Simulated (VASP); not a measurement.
Rh: single point with r2SCAN

Crystal: Rh.

```
Rh
1.0
     2.86753    0.00000    0.00000
    -1.43376    2.36510    0.00000
     0.00000    0.00000    4.42849
Rh
2
Direct
  0.66667 0.33333 0.75000
  0.33333 0.66667 0.25000
```

This cell differs from its parent crystal: strain +0.0500 x Voigt [1, 0, 0, 0, 0, 0].

```yaml
Program: VASP 6.6.1
Task: single point
Functional: r2SCAN
Potentials_or_basis: VASP PAW PBE potentials, release 64 (Rh_pv)
Cutoff: 520 eV
k_mesh: 18 × 18 × 12
Occupations: gaussian, width 0.15 eV
Spin: no spin polarisation
Dipole_correction: no
Further_INCAR_settings: ALGO = Normal; EDIFF = 1e-06; NBANDS = 22
```

The pressure is -18.0 GPa. The largest force is 0.076 eV/Å and the band gap on the k mesh is zero (bands 15 and 16 overlap by 2.10 eV).

Forces on the atoms (eV/Å):
```
Rh   0.000  0.076  0.000
Rh   0.000 -0.076  0.000
```

Stress tensor (GPa, compression positive):
```
-23.02   0.00   0.00
  0.00 -14.27   0.00
  0.00   0.00 -16.81
```

Levels at points of the mesh, in eV from the Fermi level:
| k point | band 12 | band 13 | band 14 | band 15 | band 16 | band 17 | band 18 | band 19 |
| --- | --- | --- | --- | --- | --- | --- | --- | --- |
| (0.00, 0.00, 0.00) | -2.38 | -1.94 | -1.92 | -1.82 | 0.05 | 0.18 | 1.21 | 8.52 |
| (0.50, 0.00, 0.00) | -2.07 | -2.02 | 0.20 | 0.51 | 0.63 | 2.78 | 4.74 | 10.12 |
| (0.00, 0.50, 0.00) | -1.84 | -1.70 | 0.38 | 0.55 | 0.68 | 3.12 | 5.23 | 10.72 |
| (0.00, 0.00, 0.50) | -2.84 | -2.59 | -2.59 | -0.49 | -0.49 | -0.31 | -0.31 | 15.36 |
| (0.50, 0.00, 0.50) | -1.49 | -0.29 | -0.29 | 0.42 | 0.42 | 2.60 | 2.60 | 8.69 |
| (0.00, 0.50, 0.50) | -1.76 | -0.19 | -0.19 | 0.55 | 0.55 | 3.01 | 3.01 | 9.37 |

It took 24 min on 1 thread of Intel Xeon 8259CL, with other jobs on the host, peak memory 0.43 GiB.

Caveat: the cell differs from its parent crystal (strain +0.0500 x Voigt [1, 0, 0, 0, 0, 0]); the stress differs along the axes, from -23 to -14 GPa; the PAW data sets were made with another functional, which shifts forces and pressure a little.
